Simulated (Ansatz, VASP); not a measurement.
**K in VASP and in Ansatz**

```
CELL_PARAMETERS angstrom
-2.66932 2.66932 2.66932
2.66932 -2.66932 2.66932
2.66932 2.66932 -2.66932
ATOMIC_POSITIONS crystal
K 0.00000 0.00000 0.00000
```

Alike in both runs: task single point; functional r2SCAN; k mesh 12 × 12 × 12; occupations gaussian, width 0.1 eV; no spin polarisation.

|  | VASP | Ansatz |
| --- | --- | --- |
| version | VASP 6.6.1 | Ansatz 0.2.0 |
| potentials or method | VASP PAW PBE potentials, release 64 (K_sv), cutoff 520 eV | scalar-relativistic, plane waves, PAW |
| valence electrons in the cell | 9 | 9 |

|  | VASP | Ansatz | Ansatz less VASP |
| --- | --- | --- | --- |
| gap on the k mesh at the Fermi level (eV) | none | none | - |
| pressure (GPa) | 0.0 | 0.0 | +0.02 |

VASP's potentials were made for PBE, not for r2SCAN. A gap of «none» marks a metal or a gap that the smearing closes. The functional is the same, so the differences come from potentials, cutoffs and numerics.
